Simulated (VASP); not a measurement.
# Hf3H8 (P6/mmm) in VASP: notebook

Runs on Hf3H8. Level: PBE. Tasks: single point, relaxation of cell and atoms.

Program: VASP 6.6.1. These are calculated values, not measurements. Logs are shortened: lines on timing, memory, paths and dates and some standing lists are left out, and cuts for length are marked.

**1. The cell of the first run**

The structure is hexagonal, space group P6/mmm (No. 191). Conventional cell: a = 3.887 Å, b = 3.887 Å, c = 8.419 Å, α = 90.00°, β = 90.00°, γ = 120.00°. Hf (site symmetry 6mm) has 6 H at 2.33 Å and 2 Hf at 2.58 to 2.92 Å within 3.1 Å. Within 2.6 Å of Hf (site symmetry 6/mmm) lie 12 H at 1.94 to 2.24 Å. H (site symmetry mmm) has 2 H at 1.12 Å within 1.5 Å. Within 2.6 Å of H (site symmetry mmm) lie 4 H at 1.94 Å and 4 Hf at 2.33 Å. H (site symmetry -6m2) has 3 H at 1.12 Å within 1.5 Å.

The cell was generated, and may not be a known phase.

**2. Single point, PBE**

INCAR

```
SYSTEM = Hf3H8
PREC = Accurate
ENCUT = 520
EDIFF = 1E-7
ISMEAR = 0
SIGMA = 0.1
LREAL = .False.
LASPH = .True.
NELM = 60
ALGO = Fast
ISIF = 2
LWAVE = .False.
LCHARG = .False.
GGA = PE
NBANDS = 30
```

KPOINTS

```
regular mesh
0
Gamma
  12 12 6
  0 0 0
```

POSCAR

```
Hf3H8
1.0
    3.8873069229      0.0000000000      0.0000000000
   -1.9436534615      3.3665065475      0.0000000000
    0.0000000000      0.0000000000      8.4193046187
Hf H
3 8
Direct
    0.0000000000      0.0000000000      0.8467886383
    0.0000000000      0.0000000000      0.1532113617
    0.0000000000      0.0000000000      0.5000000000
    0.5000000000      0.0000000000      0.5000000000
    0.0000000000      0.5000000000      0.5000000000
    0.5000000000      0.5000000000      0.5000000000
    0.5000000000      0.0000000000      0.0000000000
    0.0000000000      0.5000000000      0.0000000000
    0.5000000000      0.5000000000      0.0000000000
    0.3333333333      0.6666666667      0.5000000000
    0.6666666667      0.3333333333      0.5000000000
```

Potentials or basis: VASP PAW PBE potentials, release 64 (Hf_pv, H).

The run is started by

```bash
$ cat potpaw_PBE.64/Hf_pv/POTCAR potpaw_PBE.64/H/POTCAR > POTCAR
$ mpirun -np 1 vasp_std > vasp.out
```

OUTCAR:

```text
SYSTEM = Hf3H8
   PREC = Accurate
   ENCUT = 520
   EDIFF = 1E-7
   ISMEAR = 0
   LREAL = .False.
   LASPH = .True.
   NELM = 60
   ISIF = 2
   GGA = PE

 ion  position               nearest neighbor table
   1  0.000  0.000  0.847-   9 2.33   9 2.33   8 2.33   8 2.33   7 2.33   7 2.33   2 2.58   3 2.92

   2  0.000  0.000  0.153-   9 2.33   9 2.33   8 2.33   8 2.33   7 2.33   7 2.33   1 2.58   3 2.92

   3  0.000  0.000  0.500-   6 1.94   6 1.94   5 1.94   5 1.94   4 1.94   4 1.94  11 2.24  10 2.24
                            10 2.24  11 2.24  10 2.24  11 2.24   1 2.92   2 2.92
   4  0.500  0.000  0.500-   3 1.94   3 1.94
   5  0.000  0.500  0.500-   3 1.94   3 1.94
   6  0.500  0.500  0.500-   3 1.94   3 1.94
   7  0.500  0.000  0.000-   1 2.33   2 2.33   1 2.33   2 2.33
   8  0.000  0.500  0.000-   1 2.33   2 2.33   1 2.33   2 2.33
   9  0.500  0.500  0.000-   1 2.33   2 2.33   1 2.33   2 2.33
  10  0.333  0.667  0.500-   3 2.24   3 2.24   3 2.24
  11  0.667  0.333  0.500-   3 2.24   3 2.24   3 2.24

  LATTYP: Found a hexagonal cell.
 ALAT       =     3.8873069229
 C/A-ratio  =     2.1658450916

  Lattice vectors:

 A1 = (   3.8873069229,   0.0000000000,   0.0000000000)
 A2 = (  -1.9436534615,   3.3665065475,   0.0000000000)
 A3 = (   0.0000000000,   0.0000000000,   8.4193046187)

Analysis of symmetry for initial positions (statically):
=====================================================================
 Subroutine PRICEL returns:
 Original cell was already a primitive cell.

 Routine SETGRP: Setting up the symmetry group for a
 hexagonal supercell.

 Subroutine GETGRP returns: Found 24 space group operations
 (whereof 24 operations were pure point group operations)
 out of a pool of 24 trial point group operations.

The static configuration has the point symmetry D_6h.

Analysis of symmetry for dynamics (positions and initial velocities):
=====================================================================
 Subroutine PRICEL returns:
 Original cell was already a primitive cell.

 Routine SETGRP: Setting up the symmetry group for a
 hexagonal supercell.

 Subroutine GETGRP returns: Found 24 space group operations
 (whereof 24 operations were pure point group operations)
 out of a pool of 24 trial point group operations.

The dynamic configuration has the point symmetry D_6h.

 Subroutine INISYM returns: Found 24 space group operations
 (whereof 24 operations are pure point group operations),
 and found     1 'primitive' translations

----------------------------------------------------------------------------------------

                                     Primitive cell

  volume of cell :     110.1804

  direct lattice vectors                    reciprocal lattice vectors
     3.887306923  0.000000000  0.000000000     0.257247503  0.148521915  0.000000000
    -1.943653462  3.366506547  0.000000000     0.000000000  0.297043830  0.000000000
     0.000000000  0.000000000  8.419304619     0.000000000  0.000000000  0.118774655

  length of vectors
     3.887306923  3.887306923  8.419304619     0.297043830  0.297043830  0.118774655

  position of ions in fractional coordinates (direct lattice)
     0.000000000  0.000000000  0.846788638
     0.000000000  0.000000000  0.153211362
     0.000000000  0.000000000  0.500000000
     0.500000000  0.000000000  0.500000000
     0.000000000  0.500000000  0.500000000
     0.500000000  0.500000000  0.500000000
     0.500000000  0.000000000  0.000000000
     0.000000000  0.500000000  0.000000000
     0.500000000  0.500000000  0.000000000
     0.333333333  0.666666667  0.500000000
     0.666666667  0.333333333  0.500000000

  ion indices of the primitive-cell ions
   primitive index   ion index
                 1           1
                 2           2
                 3           3
                 4           4
                 5           5
                 6           6
                 7           7
                 8           8
                 9           9
                10          10
                11          11

----------------------------------------------------------------------------------------

 KPOINTS: regular mesh

Automatic generation of k-mesh.
 Grid dimensions read from file:
 generate k-points for:   12   12    6

 Generating k-lattice:

  Cartesian coordinates                     Fractional coordinates (reciprocal lattice)
     0.021437292  0.012376826  0.000000000     0.083333333 -0.000000000  0.000000000
     0.000000000  0.024753653  0.000000000     0.000000000  0.083333333  0.000000000
     0.000000000  0.000000000  0.019795776     0.000000000  0.000000000  0.166666667

  Length of vectors
     0.024753653  0.024753653  0.019795776

  Shift w.r.t. Gamma in fractional coordinates (k-lattice)
     0.000000000  0.000000000  0.000000000

 Subroutine IBZKPT returns following result:
 ===========================================

 Found     76 irreducible k-points:

 Following reciprocal coordinates:
            Coordinates               Weight
  0.000000  0.000000  0.000000      1.000000
  0.083333 -0.000000  0.000000      6.000000
  0.166667  0.000000  0.000000      6.000000
  0.250000  0.000000  0.000000      6.000000
  0.333333  0.000000  0.000000      6.000000
  0.416667  0.000000  0.000000      6.000000
[... 16 lines left out ...]
  0.250000  0.000000  0.166667     12.000000
  0.333333  0.000000  0.166667     12.000000
 [... further k-points ...]
   k-points           NKPTS =     76   k-points in BZ     NKDIM =     76   number of bands    NBANDS=     30
   number of dos      NEDOS =    301   number of ions     NIONS =     11
   total plane-waves  NPLWV =  57600
   dimension x,y,z NGX =    30 NGY =   30 NGZ =   64
   dimension x,y,z NGXF=    60 NGYF=   60 NGZF=  128
   ions per type =               3   8
   NGX,Y,Z   is equivalent  to a cutoff of  12.83, 12.83, 12.64 a.u.
   NGXF,Y,Z  is equivalent  to a cutoff of  25.66, 25.66, 25.27 a.u.
 SYSTEM =  Hf3H8
   PREC   = accura    normal or accurate (medium, high low for compatibility)
   ISTART =      0    job   : 0-new  1-cont  2-samecut
   ICHARG =      2    charge: 1-file 2-atom 10-const
   ISPIN  =      1    spin polarized calculation?
   LNONCOLLINEAR =      F non collinear calculations
   LSORBIT =      F    spin-orbit coupling
   LASPH  =      T    aspherical Exc in radial PAW
   ENCUT  =  520.0 eV  38.22 Ry    6.18 a.u.   7.23  7.23 15.65*2*pi/ulx,y,z
   NELM   =     60;   NELMIN=  2; NELMDL= -5     # of ELM steps
   EDIFF  = 0.1E-06   stopping-criterion for ELM
   LREAL  =      F    real-space projection
   EDIFFG = 0.1E-05   stopping-criterion for IOM
   NSW    =      0    number of steps for IOM
   IBRION =     -1    ionic relax: 0-MD 1-quasi-New 2-CG
   NFREE  =      0    steps in history (QN), initial steepest desc. (CG)
   ISIF   =      2    stress and relaxation
   ISYM   =      2    0-nonsym 1-usesym 2-fastsym
   POTIM  = 0.5000    time-step for ionic-motion
   TEBEG  =    0.0;   TEEND  =   0.0 temperature during run
   PSTRESS=    0.0 pullay stress
   NELECT =      38.0000    total number of electrons
   NUPDOWN=      -1.0000    fix difference up-down
   EMIN   =  10.00;   EMAX   =-10.00  energy-range for DOS
   EFERMI =   0.00;   METHOD = LEGACY
   ISMEAR =     0;   SIGMA  =   0.10  broadening in eV -4-tet -1-fermi 0-gaus
   EFERMI_NEDOS =   21; number of points for ismear=-14 and -15
   IALGO  =     68    algorithm
   IMIX   =      4    mixing-type and parameters
     AMIX     =   0.40;   BMIX     =  1.00
     AMIX_MAG =   1.60;   BMIX_MAG =  1.00
  volume/ion in A,a.u.               =      10.02        67.59
  Fermi-wavevector in a.u.,A,eV,Ry     =   1.148069  2.169535 17.933317  1.318062
  Thomas-Fermi vector in A             =   2.284745
   LORBIT       =      0    0 simple, 1 ext, 2 COOP (PROOUT), +10 PAW based schemes
   GGA     = PE    functional components
   LHFCALC =     F    Hartree Fock is set to
   AEXX    =    0.0000 exact exchange contribution
   IVDW    =     0    specifies the selected vdW correction
   LEPSILON=     F    determine dielectric tensor
   LRPA    =     F    only Hartree local field effects (RPA)
 non-spin polarized calculation
 RMM-DIIS sequential band-by-band and
 Gauss-broadening in eV      SIGMA  =   0.10
  energy-cutoff  :      520.00
  volume of cell :      110.18
 maximum number of plane-waves:      3001
 NGX is ok and might be reduce to    30
   NGX = 15   NGY = 15   NGZ = 31

 number of electron      38.0000003 magnetization

 Free energy of the ion-electron system (eV)
  ---------------------------------------------------
  ext. energy  EPLUGINS =         0.00000000
  ---------------------------------------------------
  free energy    TOTEN  =       -49.93852122 eV

  energy without entropy =      -49.90832414  energy(sigma->0) =      -49.92342268

 E-fermi :   3.2949     XC(G=0): -10.0615

 val. band max:        3.2929252727   @ k =   0.1667   0.0000   0.3333
 cond. band min:       3.2997730368   @ k =   0.1667   0.1667   0.0000
 fundamental gap:      0.0068477642
 Fermi energy:         3.2949342755

 k-point     1 :       0.0000    0.0000    0.0000
  band No.  band energies     occupation
      1     -28.5183      2.00000
      2     -28.3144      2.00000
      3     -28.3144      2.00000
      4     -28.1087      2.00000
      5     -28.1087      2.00000
      6     -27.9895      2.00000
[... 22 lines left out ...]
     29       8.7932      0.00000
     30      10.0853      0.00000

 k-point     2 :       0.0833   -0.0000    0.0000
  band No.  band energies     occupation
      1     -28.5173      2.00000
      2     -28.3270      2.00000
      3     -28.3173      2.00000
      4     -28.1141      2.00000
      5     -28.1100      2.00000
      6     -27.9887      2.00000
[... 718 lines left out ...]
 k-point    24 :       0.3333    0.0000    0.1667
  band No.  band energies     occupation
      1     -28.5371      2.00000
      2     -28.4518      2.00000
      3     -28.3465      2.00000
      4     -28.1701      2.00000
      5     -28.1254      2.00000
      6     -28.0096      2.00000
[... 22 lines left out ...]
     29       6.9727      0.00000
     30       7.6279      0.00000

 [... further k-points ...]

------------------------ aborting loop because EDIFF is reached ----------------------------------------

  FORCE on cell =-STRESS in cart. coord.  units (eV):
  Direction    XX          YY          ZZ          XY          YZ          ZX
  --------------------------------------------------------------------------------------
  -------------------------------------------------------------------------------------
  Total       -0.4227616     -0.4227616     -0.5162866      0.0000000      0.0000000      0.0000000
  in kB       -6.1475436     -6.1475436     -7.5075276      0.0000000      0.0000000      0.0000000
  external PRESSURE =      -6.6008716 kB  Pullay stress =       0.0000000 kB

 VOLUME and BASIS-vectors are now :
 -----------------------------------------------------------------------------
  energy-cutoff  :      520.00
  volume of cell :      110.18
      direct lattice vectors                 reciprocal lattice vectors
     3.887306923  0.000000000  0.000000000     0.257247503  0.148521915  0.000000000
    -1.943653462  3.366506547  0.000000000     0.000000000  0.297043830  0.000000000
     0.000000000  0.000000000  8.419304619     0.000000000  0.000000000  0.118774655

 POSITION                                       TOTAL-FORCE (eV/Angst)
 -----------------------------------------------------------------------------------
      0.00000      0.00000      7.12937        -0.000000     -0.000000      0.120314
      0.00000      0.00000      1.28993        -0.000000      0.000000     -0.120314
      0.00000      0.00000      4.20965        -0.000000      0.000000      0.000000
      1.94365      0.00000      4.20965        -0.000000      0.000000      0.000000
     -0.97183      1.68325      4.20965        -0.000000      0.000000      0.000000
      0.97183      1.68325      4.20965        -0.000000      0.000000      0.000000
      1.94365      0.00000      0.00000        -0.000000      0.000000      0.000000
     -0.97183      1.68325      0.00000        -0.000000      0.000000      0.000000
      0.97183      1.68325      0.00000        -0.000000      0.000000      0.000000
     -0.00000      2.24434      4.20965        -0.000000     -0.000000      0.000000
      1.94365      1.12217      4.20965         0.000000      0.000000      0.000000
 -----------------------------------------------------------------------------------
    total drift:                               -0.000000     -0.000000      0.000000

  FREE ENERGIE OF THE ION-ELECTRON SYSTEM (eV)
  ---------------------------------------------------
  free  energy   TOTEN  =       -49.9385212198 eV

  energy  without entropy=      -49.9083241412  energy(sigma->0) =      -49.92342268
```

It took 6.9 min on 1 thread of Oxide Virtual Turin-like, shared host; peak memory 0.33 GiB.

Results:

```
Free energy            : -49.9385 eV
Pressure               : -0.7 GPa
Largest force          : 0.120 eV/Å
Band gap on the k mesh : zero (bands 19 and 20 overlap by 0.85 eV)
```

Forces in eV/Å, atoms in the order of the input:
```
Hf   0.000  0.000  0.120
Hf   0.000  0.000 -0.120
Hf   0.000  0.000  0.000
H    0.000  0.000  0.000
H    0.000  0.000  0.000
H    0.000  0.000  0.000
H    0.000  0.000  0.000
H    0.000  0.000  0.000
H    0.000  0.000  0.000
H    0.000  0.000  0.000
H    0.000  0.000  0.000
```

Caveat: spin-orbit coupling is left out, which moves the levels of the heavy elements.

[end of part 1 of 2]
